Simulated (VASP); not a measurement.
# Al32O (a cell with a defect) in VASP: further runs

The runs below take Al32O (a cell with a defect) through single point, with PBE+D3(BJ).

Everything below comes from runs of VASP 6.6.1. Logs are shortened: lines on timing, memory, paths and dates and some standing lists are left out, and cuts for length are marked.

## Step 1: The cell of the first run

The cell holds a defect, 33 atoms: a = 8.100 Å, b = 8.100 Å, c = 8.100 Å, α = 90.00°, β = 90.00°, γ = 90.00°.

## Step 2: Single point, PBE+D3(BJ)

The input, INCAR:

```
PREC = Accurate
ENCUT = 520
EDIFF = 1E-6
ISMEAR = -1
SIGMA = 0.1
LREAL = Auto
LASPH = T
NELM = 80
ALGO = Normal
ISIF = 2
LWAVE = F
LCHARG = T
GGA = PE
IVDW = 12
LELF = T
LVHAR = T
NBANDS = 73
```

The input, KPOINTS:

```
Automatic mesh
0
Gamma
  3 3 3
```

The input, POSCAR:

```
Al32O
1.0
    8.1000000000      0.0000000000      0.0000000000
    0.0000000000      8.1000000000      0.0000000000
    0.0000000000      0.0000000000      8.1000000000
Al O
32 1
Direct
    0.5027520988      0.0012916049     -0.0020060494
    0.7480955556      0.2524483951     -0.0178767901
    0.7505346914      0.0057616049      0.2457053086
    0.0009461728      0.0074023457      0.0006582716
    0.2574129630      0.2550506173     -0.0088361728
    0.5043418519      0.5057172840     -0.0004125926
    0.7537513580      0.7542490123      0.0017601235
    0.2551829630     -0.0063520988      0.2505395062
    0.4866341975      0.2524351852      0.2432567901
    0.7499837037      0.4968222222      0.2451553086
    0.5053437037      0.0073670370      0.4962528395
    0.7473465432      0.2486613580      0.5333911111
    0.7553133333     -0.0062702469      0.7504917284
    0.0012324691      0.5009908642     -0.0028775309
    0.2524580247      0.7546625926     -0.0005387654
    0.0381900000      0.2486567901      0.2425498765
    0.2526382716      0.5125180247      0.2503853086
    0.5064879012      0.7542598765      0.2489793827
    0.0096024691     -0.0102030864      0.5048620988
    0.2528639506      0.2544306173      0.5042764198
    0.5017428395      0.5010519753      0.4965551852
    0.7532958025      0.7512151852      0.4959166667
    0.2564306173      0.0017167901      0.7517297531
    0.4959907407      0.2550414815      0.7527151852
    0.7551567901      0.5124641975      0.7479891358
    0.0006208642      0.7511964198      0.2485253086
    0.0156790123      0.5196865432      0.5109328395
    0.2625732099      0.7562380247      0.5012788889
    0.0089588889      0.2544201235      0.7482317284
    0.2584808642      0.5077253086      0.7537816049
    0.5042148148      0.7546658025      0.7477622222
    0.0059843210      0.7562409877      0.7578806173
   -0.1577551852      0.3029004938      0.3373902469
```

Potentials or basis: VASP PAW PBE potentials, release 64 (Al, O).

On the command line:

```
> cat potpaw_PBE.64/Al/POTCAR potpaw_PBE.64/O/POTCAR > POTCAR
> mpirun -np 1 vasp_std > vasp.out
```

OUTCAR:

```text
PREC = Accurate
   ENCUT = 520
   EDIFF = 1E-6
   ISMEAR = -1
   LREAL = Auto
   LASPH = T
   NELM = 80
   ISIF = 2
   GGA = PE
   IVDW = 12
 IVDW          = 12

 ion  position               nearest neighbor table
   1  0.503  0.001  0.998-  23 2.82   3 2.84  31 2.85  15 2.85   9 2.85   2 2.85  18 2.85   7 2.85
                            24 2.86   5 2.86  13 2.86   8 2.87
   2  0.748  0.252  0.982-  24 2.76  13 2.81  25 2.83  29 2.84   1 2.85   6 2.85   4 2.86  14 2.88
                            10 2.91   3 2.92   9 2.99  16 3.16
   3  0.751  0.006  0.246-  33 2.63   4 2.84   1 2.84   7 2.84  18 2.84  11 2.84  26 2.89  22 2.89
                             2 2.92   9 2.93  19 2.97  16 3.05  12 3.05
   4  0.001  0.007  0.001-  16 2.78  32 2.83   3 2.84  13 2.84   2 2.86  29 2.86   7 2.87  26 2.89
                            15 2.89   5 2.89   8 2.89  23 2.89
   5  0.257  0.255  0.991-  16 2.70  24 2.73   9 2.76  30 2.81  29 2.81  23 2.82   6 2.85   1 2.86
                            14 2.88   4 2.89  17 2.96   8 2.98
   6  0.504  0.506  1.000-  10 2.81  30 2.82   9 2.85  24 2.85   2 2.85   5 2.85  18 2.85   7 2.85
                            31 2.87  15 2.87  25 2.88  17 2.88
   7  0.754  0.754  0.002-  13 2.81  26 2.83  18 2.83   3 2.84  25 2.84  32 2.84   6 2.85   1 2.85
                             4 2.87  14 2.87  10 2.87  31 2.88
   8  0.255  0.994  0.251-  16 2.71  28 2.80  15 2.81  18 2.81   9 2.81  11 2.84  26 2.85  19 2.86
                             1 2.87   4 2.89  20 2.95   5 2.98
   9  0.487  0.252  0.243-   5 2.76   8 2.81  17 2.83  20 2.84   1 2.85   6 2.85  11 2.86  21 2.88
[... 32 lines left out ...]
                             6 2.88  21 2.89  29 2.93  24 2.96
  26  0.001  0.751  0.249-  17 2.81   7 2.83  22 2.83  27 2.84  19 2.84   8 2.85  15 2.87  14 2.87
                             4 2.89   3 2.89  10 2.89  28 2.95
  27  0.016  0.520  0.511-  33 2.65  28 2.77  32 2.77  30 2.78  22 2.84  26 2.84  17 2.85  25 2.85
                            20 2.88  29 2.88  10 3.05  12 3.09  16 3.09
  28  0.263  0.756  0.501-  27 2.77  19 2.79  31 2.80   8 2.80  11 2.83  21 2.83  17 2.83  23 2.84
                            18 2.84  30 2.87  32 2.94  26 2.95
  29  0.009  0.254  0.748-  12 2.74  20 2.79   5 2.81   2 2.84  14 2.84   4 2.86  23 2.87  30 2.88
                            27 2.88  19 2.91  25 2.93  13 2.95
  30  0.258  0.508  0.754-  27 2.78   5 2.81  24 2.81   6 2.82  15 2.82  31 2.82  21 2.87  14 2.87
                            32 2.87  28 2.87  20 2.88  29 2.88
  31  0.504  0.755  0.748-  28 2.80  13 2.81  30 2.82  25 2.82  23 2.83   1 2.85   6 2.87  22 2.87
                            15 2.88   7 2.88  11 2.89  21 2.89
  32  0.006  0.756  0.758-  27 2.77  19 2.79  15 2.80  13 2.80   4 2.83  14 2.83  25 2.83  23 2.84
                             7 2.84  30 2.87  28 2.94  22 2.95
  33  0.842  0.303  0.337-  16 1.82  12 1.82  10 1.89   3 2.63  27 2.65

  LATTYP: Found a simple cubic cell.
 ALAT       =     8.1000000000

  Lattice vectors:

 A1 = (   8.1000000000,   0.0000000000,   0.0000000000)
 A2 = (   0.0000000000,   8.1000000000,   0.0000000000)
 A3 = (   0.0000000000,   0.0000000000,   8.1000000000)

Analysis of symmetry for initial positions (statically):
=====================================================================
 Subroutine PRICEL returns:
 Original cell was already a primitive cell.

 Routine SETGRP: Setting up the symmetry group for a
 simple cubic supercell.

 Subroutine GETGRP returns: Found  1 space group operations
 (whereof  1 operations were pure point group operations)
 out of a pool of 48 trial point group operations.

The static configuration has the point symmetry C_1 .

Analysis of symmetry for dynamics (positions and initial velocities):
=====================================================================
 Subroutine PRICEL returns:
 Original cell was already a primitive cell.

 Routine SETGRP: Setting up the symmetry group for a
 simple cubic supercell.

 Subroutine GETGRP returns: Found  1 space group operations
 (whereof  1 operations were pure point group operations)
 out of a pool of 48 trial point group operations.

The dynamic configuration has the point symmetry C_1 .

 Subroutine INISYM returns: Found  1 space group operations
 (whereof  1 operations are pure point group operations),
 and found     1 'primitive' translations

----------------------------------------------------------------------------------------

                                     Primitive cell

  volume of cell :     531.4410

  direct lattice vectors                    reciprocal lattice vectors
     8.100000000  0.000000000  0.000000000     0.123456790  0.000000000  0.000000000
     0.000000000  8.100000000  0.000000000     0.000000000  0.123456790  0.000000000
     0.000000000  0.000000000  8.100000000     0.000000000  0.000000000  0.123456790

  length of vectors
     8.100000000  8.100000000  8.100000000     0.123456790  0.123456790  0.123456790

[... 92 lines left out ...]
 Subroutine IBZKPT returns following result:
 ===========================================

 Found     14 irreducible k-points:

 Following reciprocal coordinates:
            Coordinates               Weight
  0.000000  0.000000  0.000000      1.000000
  0.333333  0.000000  0.000000      2.000000
  0.000000  0.333333  0.000000      2.000000
  0.000000  0.000000  0.333333      2.000000
  0.333333  0.333333  0.000000      2.000000
  0.000000  0.333333  0.333333      2.000000
  0.333333  0.000000  0.333333      2.000000
 -0.333333  0.333333  0.000000      2.000000
 -0.333333  0.000000  0.333333      2.000000
  0.000000 -0.333333  0.333333      2.000000
  0.333333  0.333333  0.333333      2.000000
 -0.333333  0.333333  0.333333      2.000000
 -0.333333 -0.333333  0.333333      2.000000
  0.333333 -0.333333  0.333333      2.000000
   k-points           NKPTS =     14   k-points in BZ     NKDIM =     14   number of bands    NBANDS=     73
   number of dos      NEDOS =    301   number of ions     NIONS =     33
   total plane-waves  NPLWV = 216000
   dimension x,y,z NGX =    60 NGY =   60 NGZ =   60
   dimension x,y,z NGXF=   120 NGYF=  120 NGZF=  120
   ions per type =              32   1
   NGX,Y,Z   is equivalent  to a cutoff of  12.31, 12.31, 12.31 a.u.
   NGXF,Y,Z  is equivalent  to a cutoff of  24.63, 24.63, 24.63 a.u.
 SYSTEM =  unknown system
   PREC   = accura    normal or accurate (medium, high low for compatibility)
   ISTART =      0    job   : 0-new  1-cont  2-samecut
   ICHARG =      2    charge: 1-file 2-atom 10-const
   ISPIN  =      1    spin polarized calculation?
   LNONCOLLINEAR =      F non collinear calculations
   LSORBIT =      F    spin-orbit coupling
   LASPH  =      T    aspherical Exc in radial PAW
   ENCUT  =  520.0 eV  38.22 Ry    6.18 a.u.  15.06 15.06 15.06*2*pi/ulx,y,z
   NELM   =     80;   NELMIN=  2; NELMDL= -5     # of ELM steps
   EDIFF  = 0.1E-05   stopping-criterion for ELM
   LREAL  =      T    real-space projection
   EDIFFG = 0.1E-04   stopping-criterion for IOM
   NSW    =      0    number of steps for IOM
   IBRION =     -1    ionic relax: 0-MD 1-quasi-New 2-CG
   NFREE  =      0    steps in history (QN), initial steepest desc. (CG)
   ISIF   =      2    stress and relaxation
   ISYM   =      2    0-nonsym 1-usesym 2-fastsym
   POTIM  = 0.5000    time-step for ionic-motion
   TEBEG  =    0.0;   TEEND  =   0.0 temperature during run
   PSTRESS=    0.0 pullay stress
   NELECT =     102.0000    total number of electrons
   NUPDOWN=      -1.0000    fix difference up-down
   EMIN   =  10.00;   EMAX   =-10.00  energy-range for DOS
   EFERMI =   0.00;   METHOD = LEGACY
   ISMEAR =    -1;   SIGMA  =   0.10  broadening in eV -4-tet -1-fermi 0-gaus
   EFERMI_NEDOS =   21; number of points for ismear=-14 and -15
   IALGO  =     38    algorithm
   IMIX   =      4    mixing-type and parameters
     AMIX     =   0.40;   BMIX     =  1.00
     AMIX_MAG =   1.60;   BMIX_MAG =  1.00
  volume/ion in A,a.u.               =      16.10       108.68
  Fermi-wavevector in a.u.,A,eV,Ry     =   0.944329  1.784523 12.133087  0.891757
  Thomas-Fermi vector in A             =   2.072123
   LORBIT       =      0    0 simple, 1 ext, 2 COOP (PROOUT), +10 PAW based schemes
   GGA     = PE    functional components
   LHFCALC =     F    Hartree Fock is set to
   AEXX    =    0.0000 exact exchange contribution
   IVDW    =    12    specifies the selected vdW correction
   LEPSILON=     F    determine dielectric tensor
   LRPA    =     F    only Hartree local field effects (RPA)
 non-spin polarized calculation
  energy-cutoff  :      520.00
  volume of cell :      531.44
 maximum number of plane-waves:     14358
   NGX = 31   NGY = 31   NGZ = 31

 number of electron     102.0000002 magnetization

 Free energy of the ion-electron system (eV)
  ---------------------------------------------------
  ext. energy  EPLUGINS =         0.00000000
  ---------------------------------------------------
  free energy    TOTEN  =      -128.19295483 eV

  energy without entropy =     -127.85126585  energy(sigma->0) =     -128.02211034

 E-fermi :   7.9807     XC(G=0): -10.2348

 val. band max:        7.9752377225   @ k =  -0.3333   0.3333   0.0000
 cond. band min:       7.9823465829   @ k =   0.3333   0.0000   0.3333
 fundamental gap:      0.0071088604
 Fermi energy:         7.9807049074

 k-point     1 :       0.0000    0.0000    0.0000
  band No.  band energies     occupation
      1     -12.7765      2.00000
      2      -2.9829      2.00000
      3      -1.1884      2.00000
      4      -1.0512      2.00000
      5      -0.9630      2.00000
      6      -0.8990      2.00000
[... 913 lines left out ...]
     62       9.7963      0.00000
     63       9.8209      0.00000
 [bands above 63 left out]

------------------------ aborting loop because EDIFF is reached ----------------------------------------

 Edisp (eV)  -10.91384

 E8    (eV) :    -4.8579

  FORCE on cell =-STRESS in cart. coord.  units (eV):
  Direction    XX          YY          ZZ          XY          YZ          ZX
  --------------------------------------------------------------------------------------
  -------------------------------------------------------------------------------------
  Total      -6.51938    -8.21104    -6.53254     0.16038     0.16475     0.46857
  in kB     -19.65448   -24.75446   -19.69417     0.48351     0.49668     1.41263
  external pressure =      -21.37 kB  Pullay stress =        0.00 kB

 VOLUME and BASIS-vectors are now :
 -----------------------------------------------------------------------------
  energy-cutoff  :      520.00
  volume of cell :      531.44
      direct lattice vectors                 reciprocal lattice vectors
     8.100000000  0.000000000  0.000000000     0.123456790  0.000000000  0.000000000
     0.000000000  8.100000000  0.000000000     0.000000000  0.123456790  0.000000000
     0.000000000  0.000000000  8.100000000     0.000000000  0.000000000  0.123456790

 POSITION                                       TOTAL-FORCE (eV/Angst)
 -----------------------------------------------------------------------------------
      4.07229      0.01046      8.08375        -0.024972     -0.030165     -0.028543
      6.05957      2.04483      7.95520         0.003016     -0.037186      0.058129
      6.07933      0.04667      1.99021        -0.036295     -0.209858     -0.032223
      0.00766      0.05996      0.00533         0.010009     -0.021046      0.013384
      2.08505      2.06591      8.02843         0.003637     -0.003816      0.009090
      4.08517      4.09631      8.09666        -0.000754     -0.017399     -0.001406
[... 25 lines left out ...]
      0.04847      6.12555      6.13883        -0.001706      0.016653     -0.010949
      6.82218      2.45349      2.73286         0.158700      0.760203      0.174350
 -----------------------------------------------------------------------------------
    total drift:                                0.000327     -0.003765     -0.009963

  FREE ENERGIE OF THE ION-ELECTRON SYSTEM (eV)
  ---------------------------------------------------
  free  energy   TOTEN  =      -139.1067942104 eV

  energy  without entropy=     -138.7651052380  energy(sigma->0) =     -138.93594972
```

It took 15 min on 1 thread of Intel Xeon Platinum 8375C at 2.90GHz (Ice Lake), shared host; peak memory 0.65 GiB.

Results:

| Property | Result |
| --- | --- |
| Free energy | -139.1068 eV |
| Pressure | -2.1 GPa |
| Largest force | 0.796 eV/Å |
| Band gap on the k mesh | zero (bands 51 and 52 overlap by 0.33 eV) |
| Dispersion energy per atom | -0.331 eV |

Forces in eV/Å, atoms in the order of the input:
```
Al  -0.025 -0.030 -0.029
Al   0.003 -0.037  0.058
Al  -0.036 -0.210 -0.032
Al   0.010 -0.021  0.013
Al   0.004 -0.004  0.009
Al  -0.001 -0.017 -0.001
Al  -0.001 -0.012 -0.031
Al   0.029 -0.005 -0.001
Al   0.065 -0.041  0.013
Al  -0.048  0.100 -0.041
Al   0.016 -0.020  0.008
Al  -0.046 -0.106 -0.056
Al  -0.002 -0.007  0.027
Al   0.014  0.000 -0.045
Al   0.007 -0.006  0.002
Al  -0.052 -0.105 -0.040
Al  -0.009 -0.050 -0.002
Al  -0.030 -0.010  0.004
Al  -0.057  0.008 -0.060
Al   0.007 -0.009 -0.014
Al  -0.034 -0.005  0.007
Al   0.000 -0.061  0.016
Al  -0.018 -0.002 -0.018
Al   0.008  0.001  0.000
Al  -0.005 -0.049 -0.010
Al   0.017 -0.056 -0.004
Al   0.032 -0.025  0.037
Al  -0.009  0.019  0.001
Al  -0.014 -0.007  0.007
Al   0.015 -0.004  0.011
Al   0.002 -0.006  0.009
Al  -0.002  0.017 -0.011
O    0.159  0.760  0.174
```

Stress tensor (GPa, compression positive):
```
-1.97  0.05  0.14
 0.05 -2.48  0.05
 0.14  0.05 -1.97
```

Levels at points of the mesh, in eV from the Fermi level:
| k point | band 49 | band 50 | band 51 | band 52 | band 53 | band 54 |
| --- | --- | --- | --- | --- | --- | --- |
| (0.00, 0.00, 0.00) | 0.06 | 0.06 | 0.20 | 0.23 | 0.28 | 0.41 |

## Step 3: Single point, PBE+D3(BJ)

The input, INCAR:

```
SYSTEM = Al32O
PREC = Accurate
ENCUT = 520
EDIFF = 1E-7
ISMEAR = -1
SIGMA = 0.1
LREAL = Auto
LASPH = .True.
NELM = 60
ALGO = Normal
ISIF = 2
LWAVE = .False.
LCHARG = .False.
GGA = PE
IVDW = 12
NBANDS = 73
```

The input, KPOINTS:

```
Automatic mesh
0
Gamma
  3 3 3
  0 0 0
```

The input, POSCAR:

```
Al32O
1.0
    8.1000000000      0.0000000000      0.0000000000
    0.0000000000      8.1000000000      0.0000000000
    0.0000000000      0.0000000000      8.1000000000
Al O
32 1
Direct
    0.5018879012      0.0017081481     -0.0040569136
    0.7495387654      0.2525427160     -0.0139281481
    0.7510409877      0.0019706173      0.2450539506
    0.0017348148      0.0058698765     -0.0017016049
    0.2574844444      0.2561348148     -0.0087667901
    0.5025879012      0.5062435802     -0.0033446914
    0.7541224691      0.7555374074     -0.0015234568
    0.2565146914     -0.0046630864      0.2493976543
    0.4918244444      0.2525230864      0.2435396296
    0.7452219753      0.5040632099      0.2392483951
    0.5041944444      0.0058479012      0.4958513580
    0.7448351852      0.2445023457      0.5243139506
    0.7553376543     -0.0045923457      0.7506164198
    0.0019808642      0.5022086420     -0.0054003704
    0.2530401235      0.7557186420     -0.0018714815
    0.0303081481      0.2445048148      0.2388997531
    0.2532100000      0.5101881481      0.2485414815
    0.5044014815      0.7555444444      0.2481753086
    0.0067945679     -0.0067088889      0.5008651852
    0.2539019753      0.2544040741      0.5014953086
    0.5004255556      0.5022570370      0.4961059259
    0.7533230864      0.7517124691      0.4955660494
    0.2558128395      0.0029927160      0.7499208642
    0.4972260494      0.2561198765      0.7515955556
    0.7544833333      0.5101620988      0.7473620988
    0.0014659259      0.7516893827      0.2473696296
    0.0104195062      0.5121909877      0.5044706173
    0.2603674074      0.7567559259      0.4998127160
    0.0073811111      0.2543897531      0.7480609877
    0.2572590123      0.5078559259      0.7513772840
    0.5040608642      0.7557250617      0.7471540741
    0.0057069136      0.7567575309      0.7544866667
   -0.1370639506      0.3443875309      0.3568818519
```

Potentials or basis: VASP PAW PBE potentials, release 64 (Al, O).

On the command line:

```
> cat potpaw_PBE.64/Al/POTCAR potpaw_PBE.64/O/POTCAR > POTCAR
> mpirun -np 1 vasp_std > vasp.out
```

Wall time 44 min (1 thread of Intel Xeon 8259CL, shared host); peak memory 0.68 GiB.

It converged, with:

| Item | Value |
| --- | --- |
| Free energy | -139.5796 eV |
| Pressure | -2.4 GPa |
| Largest force | 1.066 eV/Å |
| Band gap on the k mesh | zero (bands 51 and 52 overlap by 0.36 eV) |
| Dispersion energy per atom | -0.331 eV |

Forces on the atoms (eV/Å):
```
Al  -0.015 -0.020 -0.018
Al   0.029 -0.022  0.110
Al   0.008 -0.106  0.013
Al   0.020 -0.061 -0.024
Al   0.001 -0.011  0.025
Al  -0.036 -0.014 -0.034
Al   0.007 -0.001 -0.039
Al   0.030  0.007  0.002
Al   0.111 -0.027  0.034
Al  -0.105  0.136 -0.105
Al  -0.026 -0.059  0.020
Al  -0.057 -0.119 -0.158
Al   0.000  0.006  0.031
Al   0.017  0.001 -0.027
Al   0.015 -0.006 -0.001
Al  -0.148 -0.124 -0.063
Al   0.014 -0.074 -0.013
Al  -0.041 -0.002  0.011
Al  -0.058  0.042 -0.060
Al   0.027 -0.028 -0.033
Al  -0.024  0.002  0.013
Al   0.001 -0.022  0.020
Al  -0.012  0.000 -0.013
Al   0.027 -0.004  0.001
Al  -0.016 -0.073  0.015
Al   0.021 -0.015 -0.002
Al  -0.109 -0.182 -0.111
Al  -0.045 -0.016 -0.003
Al  -0.033 -0.027  0.025
Al  -0.023 -0.021 -0.030
Al  -0.004 -0.004  0.015
Al  -0.005 -0.019 -0.049
O    0.431  0.865  0.451
```

Stress tensor (GPa, compression positive):
```
-2.33 -0.11 -0.04
-0.11 -2.56 -0.11
-0.04 -0.11 -2.33
```

Levels at points of the mesh, in eV from the Fermi level:
```
           k point  band 49  band 50  band 51  band 52  band 53  band 54
(0.00, 0.00, 0.00)     0.09     0.09     0.19     0.29     0.35     0.43
```
